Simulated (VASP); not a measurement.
# Ga (P-1) in VASP: single point with LDA

Aim: the single point of Ga with LDA.

Program: VASP 6.6.1. These are calculated values, not measurements. Logs are shortened: lines on timing, memory, paths and dates and some standing lists are left out, and cuts for length are marked.

### Step 1. The cell of the first run

The typed cell holds 2 atoms: a = 4.357 Å, b = 4.276 Å, c = 3.171 Å, α = 92.20°, β = 88.98°, γ = 140.75°.

### Step 2. Single point, LDA (equal xy, yz and zx shear strains of -3 %)

INCAR reads:

```
SYSTEM = Ga
ALGO = Normal ; EDIFF = 1E-7
ENCUT = 520 ; ISIF = 2
ISMEAR = -1 ; LASPH = .True.
LCHARG = .False. ; LREAL = .False.
LWAVE = .False. ; NBANDS = 20
NELM = 60 ; PREC = Accurate
SIGMA = 0.08
```

KPOINTS reads:

```
k-points
0
Gamma
  12 12 10
  0 0 0
```

POSCAR reads:

```
Ga
1.0
    1.5109750000     -4.0867500000      0.0392250000
    1.3890250000      4.0432500000     -0.0827250000
   -0.0475500000     -0.0475500000      3.1700000000
Ga
2
Direct
    0.8670000000      0.1330000000      0.2500000000
    0.1330000000      0.8670000000      0.7500000000
```

Potentials or basis: VASP PAW LDA potentials, release 64 (Ga_d).

Launch:

```bash
cat potpaw_LDA.64/Ga_d/POTCAR > POTCAR
mpirun -np 1 vasp_std > vasp.out
```

OUTCAR:

```text
SYSTEM = Ga
   EDIFF = 1E-7
   ENCUT = 520
   ISIF = 2
   ISMEAR = -1
   LASPH = .True.
   LREAL = .False.
   NELM = 60
   PREC = Accurate

 ion  position               nearest neighbor table
   1  0.867  0.133  0.250-   2 2.64   2 2.72   2 2.79   2 2.89   2 2.90   2 2.91
   2  0.133  0.867  0.750-   1 2.64   1 2.72   1 2.79   1 2.89   1 2.90   1 2.91

  LATTYP: Found a triclinic cell.
 ALAT       =     2.9006524266
 B/A-ratio  =     2.0832626452
 C/A-ratio  =     1.0931034483
 COS(alpha) =     0.0014039745
 COS(beta)  =     0.0297616073
 COS(gamma) =     0.7400495405

  Lattice vectors:

 A1 = (   2.9000000000,  -0.0435000000,  -0.0435000000)
 A2 = (   4.4109750000,  -4.1302500000,  -0.0042750000)
 A3 = (   0.0475500000,   0.0475500000,  -3.1700000000)

Analysis of symmetry for initial positions (statically):
=====================================================================
 Subroutine PRICEL returns:
 Original cell was already a primitive cell.

 Routine SETGRP: Setting up the symmetry group for a
 triclinic supercell.

 Subroutine GETGRP returns: Found  2 space group operations
 (whereof  2 operations were pure point group operations)
 out of a pool of  2 trial point group operations.

The static configuration has the point symmetry S_2 .

Analysis of symmetry for dynamics (positions and initial velocities):
=====================================================================
 Subroutine PRICEL returns:
 Original cell was already a primitive cell.

 Routine SETGRP: Setting up the symmetry group for a
 triclinic supercell.

 Subroutine GETGRP returns: Found  2 space group operations
 (whereof  2 operations were pure point group operations)
 out of a pool of  2 trial point group operations.

The dynamic configuration has the point symmetry S_2 .

 Subroutine INISYM returns: Found  2 space group operations
 (whereof  2 operations are pure point group operations),
 and found     1 'primitive' translations

----------------------------------------------------------------------------------------

                                     Primitive cell

  volume of cell :      37.3441

  direct lattice vectors                    reciprocal lattice vectors
     1.510975000 -4.086750000  0.039225000     0.343111222 -0.117803868  0.003379610
     1.389025000  4.043250000 -0.082725000     0.346859165  0.128311031  0.007127553
[... 79 lines left out ...]
   ISPIN  =      1    spin polarized calculation?
   LNONCOLLINEAR =      F non collinear calculations
   LSORBIT =      F    spin-orbit coupling
   LASPH  =      T    aspherical Exc in radial PAW
   ENCUT  =  520.0 eV  38.22 Ry    6.18 a.u.   8.10  7.95  5.90*2*pi/ulx,y,z
   NELM   =     60;   NELMIN=  2; NELMDL= -5     # of ELM steps
   EDIFF  = 0.1E-06   stopping-criterion for ELM
   LREAL  =      F    real-space projection
   EDIFFG = 0.1E-05   stopping-criterion for IOM
   NSW    =      0    number of steps for IOM
   IBRION =     -1    ionic relax: 0-MD 1-quasi-New 2-CG
   NFREE  =      0    steps in history (QN), initial steepest desc. (CG)
   ISIF   =      2    stress and relaxation
   ISYM   =      2    0-nonsym 1-usesym 2-fastsym
   POTIM  = 0.5000    time-step for ionic-motion
   TEBEG  =    0.0;   TEEND  =   0.0 temperature during run
   PSTRESS=    0.0 pullay stress
   NELECT =      26.0000    total number of electrons
   NUPDOWN=      -1.0000    fix difference up-down
   EMIN   =  10.00;   EMAX   =-10.00  energy-range for DOS
   EFERMI =   0.00;   METHOD = LEGACY
   ISMEAR =    -1;   SIGMA  =   0.08  broadening in eV -4-tet -1-fermi 0-gaus
   EFERMI_NEDOS =   21; number of points for ismear=-14 and -15
   IALGO  =     38    algorithm
   IMIX   =      4    mixing-type and parameters
     AMIX     =   0.40;   BMIX     =  1.00
     AMIX_MAG =   1.60;   BMIX_MAG =  1.00
  volume/ion in A,a.u.               =      18.67       126.01
  Fermi-wavevector in a.u.,A,eV,Ry     =   1.450971  2.741938 28.644575  2.105317
  Thomas-Fermi vector in A             =   2.568522
   LORBIT       =      0    0 simple, 1 ext, 2 COOP (PROOUT), +10 PAW based schemes
   GGA     = CA    functional components
   LHFCALC =     F    Hartree Fock is set to
   AEXX    =    0.0000 exact exchange contribution
   IVDW    =     0    specifies the selected vdW correction
   LEPSILON=     F    determine dielectric tensor
   LRPA    =     F    only Hartree local field effects (RPA)
 non-spin polarized calculation
  energy-cutoff  :      520.00
  volume of cell :       37.34
 maximum number of plane-waves:      1025
   NGX = 17   NGY = 15   NGZ = 11

 number of electron      26.0000003 magnetization

 Free energy of the ion-electron system (eV)
  ---------------------------------------------------
  ext. energy  EPLUGINS =         0.00000000
  ---------------------------------------------------
  free energy    TOTEN  =        -7.10733223 eV

  energy without entropy =       -7.08993564  energy(sigma->0) =       -7.09863393

 E-fermi :   5.3798     XC(G=0): -11.3344

 val. band max:        5.3756760965   @ k =   0.1667  -0.4167   0.4000
 cond. band min:       5.3856582246   @ k =   0.1667   0.3333   0.3000
 fundamental gap:      0.0099821281
 Fermi energy:         5.3798303384

 k-point     1 :       0.0000    0.0000    0.0000
  band No.  band energies     occupation
      1      -9.8775      2.00000
      2      -9.8580      2.00000
      3      -9.7841      2.00000
      4      -9.7695      2.00000
      5      -9.5813      2.00000
      6      -9.5641      2.00000
[... 541 lines left out ...]
     19      16.2332      0.00000
     20      17.6055      0.00000

 [... further k-points ...]

------------------------ aborting loop because EDIFF is reached ----------------------------------------

  FORCE on cell =-STRESS in cart. coord.  units (eV):
  Direction    XX          YY          ZZ          XY          YZ          ZX
  --------------------------------------------------------------------------------------
  -------------------------------------------------------------------------------------
  Total       -1.2993257     -0.7125036     -0.5032071      0.0080959      0.1814833     -0.0533800
  in kB      -55.7451354    -30.5686328    -21.5891566      0.3473379      7.7862002     -2.2901676
  external PRESSURE =     -35.9676416 kB  Pullay stress =       0.0000000 kB

 VOLUME and BASIS-vectors are now :
 -----------------------------------------------------------------------------
  energy-cutoff  :      520.00
  volume of cell :       37.34
      direct lattice vectors                 reciprocal lattice vectors
     1.510975000 -4.086750000  0.039225000     0.343111222 -0.117803868  0.003379610
     1.389025000  4.043250000 -0.082725000     0.346859165  0.128311031  0.007127553
    -0.047550000 -0.047550000  3.170000000     0.004806116  0.004806116  0.315601597

 POSITION                                       TOTAL-FORCE (eV/Angst)
 -----------------------------------------------------------------------------------
      1.48287     -3.01735      0.81551        -0.010030      0.181800      0.016299
      1.36958      2.92630      2.31099         0.010030     -0.181800     -0.016299
 -----------------------------------------------------------------------------------
    total drift:                                0.000000      0.000000     -0.000000

  FREE ENERGIE OF THE ION-ELECTRON SYSTEM (eV)
  ---------------------------------------------------
  free  energy   TOTEN  =        -7.1073322255 eV

  energy  without entropy=       -7.0899356408  energy(sigma->0) =       -7.09863393
```

OSZICAR:

```text
N       E                     dE             d eps       ncg     rms          rms(c)
DAV:   1     0.131418037037E+03    0.13142E+03   -0.13279E+04 30480   0.246E+03
DAV:   2     0.448635999958E+01   -0.12693E+03   -0.12382E+03 29860   0.386E+02
DAV:   3    -0.700456479144E+01   -0.11491E+02   -0.11429E+02 32588   0.951E+01
DAV:   4    -0.718137012014E+01   -0.17681E+00   -0.17670E+00 33100   0.130E+01
DAV:   5    -0.718425974831E+01   -0.28896E-02   -0.28895E-02 32728   0.165E+00    0.140E+00
DAV:   6    -0.712332920407E+01    0.60931E-01   -0.10220E-01 39668   0.523E+00    0.694E-01
DAV:   7    -0.710889791463E+01    0.14431E-01   -0.17781E-02 41964   0.175E+00    0.190E-01
DAV:   8    -0.710732610042E+01    0.15718E-02   -0.24783E-03 32196   0.682E-01    0.170E-02
DAV:   9    -0.710733267520E+01   -0.65748E-05   -0.89718E-05 33020   0.102E-01    0.574E-03
DAV:  10    -0.710733223970E+01    0.43551E-06   -0.59753E-06 33708   0.308E-02    0.142E-03
DAV:  11    -0.710733222545E+01    0.14245E-07   -0.41356E-07 30096   0.768E-03
   1 F= -.71073322E+01 E0= -.70986339E+01  d E =-.173966E-01
```

It took 3 min on 1 thread of Intel Xeon Platinum 8488C (Sapphire Rapids), shared host; peak memory 0.49 GiB.

Results:

```yaml
Free_energy: -7.1073 eV
Pressure: -3.6 GPa
Largest_force: 0.183 eV/Å
Band_gap_on_the_k_mesh: zero (bands 13 and 14 overlap by 9.20 eV)
```

Forces in eV/Å, atoms in the order of the input:
```
Ga  -0.010  0.182  0.016
Ga   0.010 -0.182 -0.016
```

Stress tensor (GPa, compression positive):
```
-5.57  0.03 -0.23
 0.03 -3.06  0.78
-0.23  0.78 -2.16
```

Caveat: the cell differs from its parent crystal (equal xy, yz and zx shear strains of -3 %); the cell stands under tension.
